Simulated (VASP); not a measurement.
# Fe (P6_3/mmc) in VASP: settings compared

The runs below take Fe through single point, with PBEsol, PBE.

All numbers are computed with VASP 6.6.1; they aren't measurements. Logs are shortened: lines on timing, memory, paths and dates and some standing lists are left out, and cuts for length are marked.

### 1 The cell of the first run

The structure is hexagonal, space group P6_3/mmc (No. 194). Conventional cell: a = 2.434 Å, b = 2.434 Å, c = 3.842 Å, α = 90.00°, β = 90.00°, γ = 120.00°. Fe (site symmetry -6m2) has 12 Fe at 2.38 to 2.43 Å within 3.1 Å.

### 2 Single point, PBEsol, non-collinear spin, typed start

INCAR

```
PREC = Accurate ; ENCUT = 520
EDIFF = 1E-6 ; ISMEAR = -1
SIGMA = 0.05 ; LREAL = F
LASPH = T ; NELM = 150
ALGO = Normal ; ISIF = 2
LWAVE = F ; LCHARG = F
LNONCOLLINEAR = T ; MAGMOM = -0.403 2.704 -0.189 0.902 -1.301 -0.388
LORBIT = 11 ; LMAXMIX = 4
GGA = PS ; NBANDS = 28
```

KPOINTS

```
regular mesh
0
Gamma
  9 9 5
```

POSCAR

```
Fe
1.0
    2.4341575853      0.0000000000      0.0000000000
   -1.2170787927      2.1080423057      0.0000000000
    0.0000000000      0.0000000000      3.8419344700
Fe
2
Direct
    0.6666666667      0.3333333333      0.7500000000
    0.3333333333      0.6666666667      0.2500000000
```

Potentials or basis: VASP PAW PBE potentials, release 64 (Fe).

Run with:

```bash
> cat potpaw_PBE.64/Fe/POTCAR > POTCAR
> mpirun -np 1 vasp_ncl > vasp.out
```

OUTCAR:

```text
PREC = Accurate
   ENCUT = 520
   EDIFF = 1E-6
   ISMEAR = -1
   LREAL = F
   LASPH = T
   NELM = 150
   ISIF = 2
   LNONCOLLINEAR = T
   LORBIT = 11
   GGA = PS

 ion  position               nearest neighbor table
   1  0.667  0.333  0.750-   2 2.38   2 2.38   2 2.38   2 2.38   2 2.38   2 2.38
   2  0.333  0.667  0.250-   1 2.38   1 2.38   1 2.38   1 2.38   1 2.38   1 2.38

  LATTYP: Found a hexagonal cell.
 ALAT       =     2.4341575853
 C/A-ratio  =     1.5783425417

  Lattice vectors:

 A1 = (   2.4341575853,   0.0000000000,   0.0000000000)
 A2 = (  -1.2170787927,   2.1080423057,   0.0000000000)
 A3 = (   0.0000000000,   0.0000000000,   3.8419344700)

Analysis of symmetry for initial positions (statically):
=====================================================================
 Subroutine PRICEL returns:
 Original cell was already a primitive cell.

 Routine SETGRP: Setting up the symmetry group for a
 hexagonal supercell.

 Subroutine GETGRP returns: Found 24 space group operations
 (whereof 12 operations were pure point group operations)
 out of a pool of 24 trial point group operations.

The static configuration has the point symmetry D_3d.
 The point group associated with its full space group is D_6h.

Analysis of symmetry for dynamics (positions and initial velocities):
=====================================================================
 Subroutine PRICEL returns:
 Original cell was already a primitive cell.

 Routine SETGRP: Setting up the symmetry group for a
 hexagonal supercell.

 Subroutine GETGRP returns: Found 24 space group operations
 (whereof 12 operations were pure point group operations)
 out of a pool of 24 trial point group operations.

The dynamic configuration has the point symmetry D_3d.
 The point group associated with its full space group is D_6h.

Analysis of structural, dynamic, and magnetic symmetry:
=====================================================================
 Subroutine PRICEL returns:
 Original cell was already a primitive cell.

 Routine SETGRP: Setting up the symmetry group for a
 hexagonal supercell.

 Subroutine GETGRP returns: Found  1 space group operations
 (whereof  1 operations were pure point group operations)
 out of a pool of 24 trial point group operations.

The overall configuration has the point symmetry C_1 .

 Subroutine INISYM returns: Found  1 space group operations
 (whereof  1 operations are pure point group operations),
 and found     1 'primitive' translations

----------------------------------------------------------------------------------------

                                     Primitive cell

  volume of cell :      19.7141

  direct lattice vectors                    reciprocal lattice vectors
     2.434157585  0.000000000  0.000000000     0.410819746  0.237186891  0.000000000
    -1.217078793  2.108042306  0.000000000     0.000000000  0.474373781  0.000000000
     0.000000000  0.000000000  3.841934470     0.000000000  0.000000000  0.260285543

  length of vectors
     2.434157585  2.434157585  3.841934470     0.474373781  0.474373781  0.260285543

  position of ions in fractional coordinates (direct lattice)
     0.666666667  0.333333333  0.750000000
     0.333333333  0.666666667  0.250000000

  ion indices of the primitive-cell ions
   primitive index   ion index
                 1           1
                 2           2

----------------------------------------------------------------------------------------

 KPOINTS: regular mesh

Automatic generation of k-mesh.
 Grid dimensions read from file:
 generate k-points for:    9    9    5

 Generating k-lattice:

  Cartesian coordinates                     Fractional coordinates (reciprocal lattice)
     0.045646638  0.026354099  0.000000000     0.111111111  0.000000000  0.000000000
     0.000000000  0.052708198  0.000000000     0.000000000  0.111111111  0.000000000
     0.000000000  0.000000000  0.052057109     0.000000000  0.000000000  0.200000000

  Length of vectors
     0.052708198  0.052708198  0.052057109

  Shift w.r.t. Gamma in fractional coordinates (k-lattice)
     0.000000000  0.000000000  0.000000000

 Subroutine IBZKPT returns following result:
 ===========================================

 Found    405 irreducible k-points:

 Following reciprocal coordinates:
            Coordinates               Weight
  0.000000  0.000000  0.000000      1.000000
  0.111111  0.000000  0.000000      1.000000
 -0.111111 -0.000000  0.000000      1.000000
  0.000000  0.111111  0.000000      1.000000
  0.000000 -0.111111  0.000000      1.000000
 -0.111111  0.111111  0.000000      1.000000
[... 16 lines left out ...]
  0.000000 -0.444444  0.000000      1.000000
 -0.444444  0.444444  0.000000      1.000000
 [... further k-points ...]
   k-points           NKPTS =    405   k-points in BZ     NKDIM =    405   number of bands    NBANDS=     28
   number of dos      NEDOS =    301   number of ions     NIONS =      2
   total plane-waves  NPLWV =   9720
   dimension x,y,z NGX =    18 NGY =   18 NGZ =   30
   dimension x,y,z NGXF=    36 NGYF=   36 NGZF=   60
   ions per type =               2
   NGX,Y,Z   is equivalent  to a cutoff of  12.29, 12.29, 12.98 a.u.
   NGXF,Y,Z  is equivalent  to a cutoff of  24.59, 24.59, 25.96 a.u.
 SYSTEM =  unknown system
   PREC   = accura    normal or accurate (medium, high low for compatibility)
   ISTART =      0    job   : 0-new  1-cont  2-samecut
   ICHARG =      2    charge: 1-file 2-atom 10-const
   ISPIN  =      1    spin polarized calculation?
   LNONCOLLINEAR =      T non collinear calculations
   LSORBIT =      F    spin-orbit coupling
   LASPH  =      T    aspherical Exc in radial PAW
   ENCUT  =  520.0 eV  38.22 Ry    6.18 a.u.   4.53  4.53  7.14*2*pi/ulx,y,z
   NELM   =    150;   NELMIN=  2; NELMDL= -5     # of ELM steps
   EDIFF  = 0.1E-05   stopping-criterion for ELM
   LREAL  =      F    real-space projection
   EDIFFG = 0.1E-04   stopping-criterion for IOM
   NSW    =      0    number of steps for IOM
   IBRION =     -1    ionic relax: 0-MD 1-quasi-New 2-CG
   NFREE  =      0    steps in history (QN), initial steepest desc. (CG)
   ISIF   =      2    stress and relaxation
   ISYM   =      2    0-nonsym 1-usesym 2-fastsym
   POTIM  = 0.5000    time-step for ionic-motion
   TEBEG  =    0.0;   TEEND  =   0.0 temperature during run
   PSTRESS=    0.0 pullay stress
   NELECT =      16.0000    total number of electrons
   NUPDOWN=      -1.0000    fix difference up-down
   EMIN   =  10.00;   EMAX   =-10.00  energy-range for DOS
   EFERMI =   0.00;   METHOD = LEGACY
   ISMEAR =    -1;   SIGMA  =   0.05  broadening in eV -4-tet -1-fermi 0-gaus
   EFERMI_NEDOS =   21; number of points for ismear=-14 and -15
   IALGO  =     38    algorithm
   IMIX   =      4    mixing-type and parameters
     AMIX     =   0.40;   BMIX     =  1.00
     AMIX_MAG =   1.60;   BMIX_MAG =  1.00
  volume/ion in A,a.u.               =       9.86        66.52
  Fermi-wavevector in a.u.,A,eV,Ry     =   1.527058  2.885721 31.727505  2.331906
  Thomas-Fermi vector in A             =   2.635006
   LORBIT       =     11    0 simple, 1 ext, 2 COOP (PROOUT), +10 PAW based schemes
   GGA     = PS    functional components
   LHFCALC =     F    Hartree Fock is set to
   AEXX    =    0.0000 exact exchange contribution
   IVDW    =     0    specifies the selected vdW correction
   LEPSILON=     F    determine dielectric tensor
   LRPA    =     F    only Hartree local field effects (RPA)
  energy-cutoff  :      520.00
  volume of cell :       19.71
 maximum number of plane-waves:      1096
 NGX is ok and might be reduce to    18
   NGX =  9   NGY =  9   NGZ = 15

 number of electron      16.0000009 magnetization       0.0000014     -0.0000008      0.0000001

 number of electron      16.0000009 magnetization      -0.0000009     -0.0000012      0.0000010

 Free energy of the ion-electron system (eV)
  ---------------------------------------------------
  ext. energy  EPLUGINS =         0.00000000
  ---------------------------------------------------
  free energy    TOTEN  =       -17.90309458 eV

  energy without entropy =      -17.88677349  energy(sigma->0) =      -17.89493404

 E-fermi :   7.1739     XC(G=0): -14.1480

 val. band max:        7.1573635448   @ k =   0.0000  -0.1111   0.4000
 cond. band min:       7.1786772620   @ k =   0.2222  -0.2222   0.4000
 fundamental gap:      0.0213137172
 Fermi energy:         7.1739230398

 k-point     1 :       0.0000    0.0000    0.0000
  band No.  band energies     occupation
      1      -2.0273      1.00000
      2      -2.0273      1.00000
      3       1.9644      1.00000
      4       1.9644      1.00000
      5       5.3746      1.00000
      6       5.3746      1.00000
[... 20 lines left out ...]
     27      29.2607      0.00000
     28      29.2607      0.00000

 k-point     2 :       0.1111    0.0000    0.0000
  band No.  band energies     occupation
      1      -1.5613      1.00000
      2      -1.5613      1.00000
      3       2.2597      1.00000
      4       2.2597      1.00000
      5       4.9289      1.00000
      6       4.9289      1.00000
[... 20 lines left out ...]
     27      27.2650      0.00000
     28      27.2650      0.00000

 k-point     3 :      -0.1111   -0.0000    0.0000
  band No.  band energies     occupation
      1      -1.5613      1.00000
      2      -1.5613      1.00000
      3       2.2597      1.00000
      4       2.2597      1.00000
      5       4.9289      1.00000
      6       4.9289      1.00000
[... 20 lines left out ...]
     27      27.2650      0.00000
     28      27.2650      0.00000

 k-point     4 :       0.0000    0.1111    0.0000
  band No.  band energies     occupation
      1      -1.5613      1.00000
      2      -1.5613      1.00000
      3       2.2597      1.00000
      4       2.2597      1.00000
      5       4.9289      1.00000
      6       4.9289      1.00000
[... 20 lines left out ...]
     27      27.2650      0.00000
     28      27.2650      0.00000

 k-point     5 :       0.0000   -0.1111    0.0000
  band No.  band energies     occupation
      1      -1.5613      1.00000
      2      -1.5613      1.00000
      3       2.2597      1.00000
      4       2.2597      1.00000
      5       4.9289      1.00000
      6       4.9289      1.00000
[... 20 lines left out ...]
     27      27.2650      0.00000
     28      27.2650      0.00000

 k-point     6 :      -0.1111    0.1111    0.0000
  band No.  band energies     occupation
      1      -1.5613      1.00000
      2      -1.5613      1.00000
      3       2.2597      1.00000
      4       2.2597      1.00000
      5       4.9289      1.00000
      6       4.9289      1.00000
[... 463 lines left out ...]
      5       2.8272      1.00000
      6       2.8272      1.00000
[... 20 lines left out ...]
     27      19.1407      0.00000
     28      19.1407      0.00000

 k-point    22 :       0.0000    0.4444    0.0000
  band No.  band energies     occupation
      1       2.2601      1.00000
      2       2.2601      1.00000
      3       2.5362      1.00000
      4       2.5362      1.00000
      5       2.8272      1.00000
      6       2.8272      1.00000
[... 20 lines left out ...]
     27      19.1407      0.00000
     28      19.1407      0.00000

 k-point    23 :       0.0000   -0.4444    0.0000
  band No.  band energies     occupation
      1       2.2601      1.00000
      2       2.2601      1.00000
      3       2.5362      1.00000
      4       2.5362      1.00000
      5       2.8272      1.00000
      6       2.8272      1.00000
[... 20 lines left out ...]
     27      19.1407      0.00000
     28      19.1407      0.00000

 k-point    24 :      -0.4444    0.4444    0.0000
  band No.  band energies     occupation
      1       2.2601      1.00000
      2       2.2601      1.00000
      3       2.5362      1.00000
      4       2.5362      1.00000
      5       2.8272      1.00000
      6       2.8272      1.00000
[... 20 lines left out ...]
     27      19.1407      0.00000
     28      19.1407      0.00000

 [... further k-points ...]
[... 5 lines left out ...]
  --------------------------------------------------------------------------------------
  -------------------------------------------------------------------------------------
  Total       -0.3153345     -0.3153335     -0.1526431      0.0000007     -0.0000000      0.0000000
  in kB      -25.6273703    -25.6272966    -12.4053685      0.0000607     -0.0000034      0.0000024
  external PRESSURE =     -21.2200118 kB  Pullay stress =       0.0000000 kB

 VOLUME and BASIS-vectors are now :
 -----------------------------------------------------------------------------
  energy-cutoff  :      520.00
  volume of cell :       19.71
      direct lattice vectors                 reciprocal lattice vectors
     2.434157585  0.000000000  0.000000000     0.410819746  0.237186891  0.000000000
    -1.217078793  2.108042306  0.000000000     0.000000000  0.474373781  0.000000000
     0.000000000  0.000000000  3.841934470     0.000000000  0.000000000  0.260285543

 POSITION                                       TOTAL-FORCE (eV/Angst)
 -----------------------------------------------------------------------------------
      1.21708      0.70268      2.88145        -0.000000      0.000000      0.000000
     -0.00000      1.40536      0.96048         0.000000     -0.000000     -0.000000
 -----------------------------------------------------------------------------------
    total drift:                                0.000000     -0.000000     -0.000000

  FREE ENERGIE OF THE ION-ELECTRON SYSTEM (eV)
  ---------------------------------------------------
  free  energy   TOTEN  =       -17.9030945772 eV

  energy  without entropy=      -17.8867734931  energy(sigma->0) =      -17.89493404

 total charge

# of ion       s       p       d       tot
------------------------------------------
    1        0.555   0.677   6.372   7.604
    2        0.555   0.677   6.372   7.604
--------------------------------------------------
tot          1.111   1.353  12.745  15.209

 magnetization (x)

# of ion       s       p       d       tot
------------------------------------------
    1       -0.000  -0.000  -0.007  -0.007
    2        0.000   0.000   0.007   0.007
--------------------------------------------------
tot         -0.000   0.000   0.000   0.000

 magnetization (y)

# of ion       s       p       d       tot
------------------------------------------
    1        0.000   0.000   0.022   0.023
    2       -0.000  -0.000  -0.022  -0.023
--------------------------------------------------
tot         -0.000  -0.000  -0.000  -0.000

 magnetization (z)

# of ion       s       p       d       tot
------------------------------------------
    1        0.000   0.000   0.001   0.001
    2       -0.000  -0.000  -0.001  -0.001
--------------------------------------------------
tot          0.000  -0.000   0.000   0.000
```

It took 9.1 min on 1 thread of Intel Xeon Platinum 8488C (Sapphire Rapids), shared host; peak memory 0.4 GiB.

What came out:

* Free energy: -17.9031 eV
* Pressure: -2.1 GPa
* Band gap on the k mesh: zero (band 16 reaches 8.01 eV, above the bottom of band 17 at 6.10 eV)
* Net moment: 0.00 μB per cell
* Valence electrons inside the program's atomic spheres: Fe 7.60

Moments on the atoms (μB; x, y, z):
```
Fe  -0.01  0.02  0.00
Fe   0.01 -0.02  0.00
```

Caveat: the starting moments collapsed, and a magnetic state may lie lower; the PAW data sets were made with another functional, which shifts forces and pressure a little.

### 3 Single point, PBE, collinear spin, ferromagnetic start

INCAR

```
SYSTEM = Fe
  PREC = Accurate
  ENCUT = 520
  EDIFF = 1E-6
  ISMEAR = -1
  SIGMA = 0.05
  LREAL = .False.
  LASPH = .True.
  NELM = 150
  ALGO = Fast
  ISIF = 2
  LWAVE = .False.
  LCHARG = .False.
  ISPIN = 2
  MAGMOM = 3 3
  LORBIT = 11
  LMAXMIX = 4
  GGA = PE
  NBANDS = 19
```

KPOINTS

```
regular mesh
0
Gamma
  9 9 5
  0 0 0
```

POSCAR is that of step 2.

Potentials or basis: VASP PAW PBE potentials, release 64 (Fe).

Run with:

```bash
> cat potpaw_PBE.64/Fe/POTCAR > POTCAR
> mpirun -np 1 vasp_std > vasp.out
```

It took 73 s on 1 thread of AMD EPYC 7R13, shared host; peak memory 0.11 GiB.

The run converged. Its results:

* Free energy: -16.3217 eV
* Pressure: 9.6 GPa
* Band gap on the k mesh: zero (filled and empty bands overlap)
* Net moment: 0.00 μB per cell
* Valence electrons inside the program's atomic spheres: Fe 7.60

Stress tensor (GPa, compression positive):
```
 9.06  0.00  0.00
 0.00  9.06  0.00
 0.00  0.00 10.81
```

Levels at points of the mesh, in eV from the Fermi level:
Spin up:
| k point | band 4 | band 5 | band 6 | band 7 | band 8 | band 9 | band 10 | band 11 | band 12 | band 13 |
| --- | --- | --- | --- | --- | --- | --- | --- | --- | --- | --- |
| (0.00, 0.00, 0.00) | -1.79 | -1.63 | -1.30 | -1.30 | -0.94 | -0.94 | 0.53 | 0.70 | 0.70 | 9.09 |
Spin down:
```tsv
k point	band 4	band 5	band 6	band 7	band 8	band 9	band 10	band 11	band 12	band 13
(0.00, 0.00, 0.00)	-1.79	-1.63	-1.30	-1.30	-0.94	-0.94	0.53	0.70	0.70	9.09
```

Caveat: the starting moments collapsed, and a magnetic state may lie lower.
